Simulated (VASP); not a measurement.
Li3Ca, 4 atoms in the cell. The structure is tetragonal, space group I4/mmm (No. 139). The conventional cell has a = 4.665 Å, b = 4.665 Å, c = 9.781 Å, α = 90.00°, β = 90.00°, γ = 90.00°. Within 4.3 Å of Li (site symmetry -4m2) lie 8 Li at 3.30 to 3.38 Å and 4 Ca at 3.38 Å. Within 4.3 Å of Li (site symmetry 4/mmm) lie 4 Ca at 3.30 Å and 8 Li at 3.38 Å. Ca (site symmetry 4/mmm) has 12 Li at 3.30 to 3.38 Å within 4.3 Å. 

| Item | Value |
| --- | --- |
| Program | VASP 6.6.1 |
| Task | single point |
| Functional | LDA |
| Potentials or basis | VASP PAW LDA potentials, release 64 (Li_sv, Ca_sv) |
| Cutoff | 520 eV |
| k mesh | 7 × 7 × 7 |
| Occupations | fermi-dirac, width 0.05 eV |
| Spin | no spin polarisation |
| Dipole correction | no |
| Further INCAR settings | ALGO = Normal; EDIFF = 1e-06; NBANDS = 18 |

Potentials or basis: VASP PAW LDA potentials, release 64 (Li_sv, Ca_sv).

The run is started by

```sh
$ cat potpaw_LDA.64/Li_sv/POTCAR potpaw_LDA.64/Ca_sv/POTCAR > POTCAR
$ mpirun -np 1 vasp_std > vasp.out
```

Hardware: 1 thread of Intel(R) Xeon(R) Platinum 8488C (Sapphire Rapids), with other jobs on the host.

Problem. How long does it take, and how much memory?

Solution. Run time: 94 s on 1 thread of Intel(R) Xeon(R) Platinum 8488C (Sapphire Rapids), with other jobs on the host, peak memory 0.29 GiB. Counts: scf iterations 11, k points 40.
